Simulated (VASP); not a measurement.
## AlCu6: density of states with PBE

AlCu6:

```xyz
7
Lattice="3.4282 1.9793 2.1129 -3.4282 1.9793 2.1129 0.0000 -3.9586 2.1129" Properties=species:S:1:pos:R:3 pbc="T T T"
Al    0.0000    0.0000    0.0000
Cu    0.4877   -1.4117    2.1183
Cu   -0.4877    1.4117    4.2203
Cu    0.9787    1.1283    2.1183
Cu   -0.9787   -1.1283    4.2203
Cu   -1.4665    0.2835    2.1183
Cu    1.4665   -0.2835    4.2203
```

* Program: VASP 6.6.1
* Task: density of states
* Functional: PBE
* Potentials or basis: VASP PAW PBE potentials, release 64 (Al, Cu)
* Cutoff: 520 eV
* k mesh: 6 × 6 × 6
* Occupations: gaussian, width 0.1 eV
* Spin: no spin polarisation
* Dipole correction: no
* k mesh for the DOS: 9 × 9 × 9
* Occupations for the DOS: tetrahedron
* Further INCAR settings: ALGO = Fast; EDIFF = 1e-06

The valence electrons inside the program's atomic spheres are Al 0.78; Cu 10.00.

Levels at points of the mesh, in eV from the Fermi level:
```tsv
k point	band 30	band 31	band 32	band 33	band 34	band 35	band 36	band 37	band 38	band 39
(0.00, 0.00, 0.00)	-2.03	-1.99	0.01	0.01	0.13	0.42	0.44	0.44	4.08	4.64
```

Run time: 4.1 min on 1 thread of Intel(R) Xeon(R) Platinum 8559C (Emerald Rapids) (shared host), peak memory 0.42 GiB.
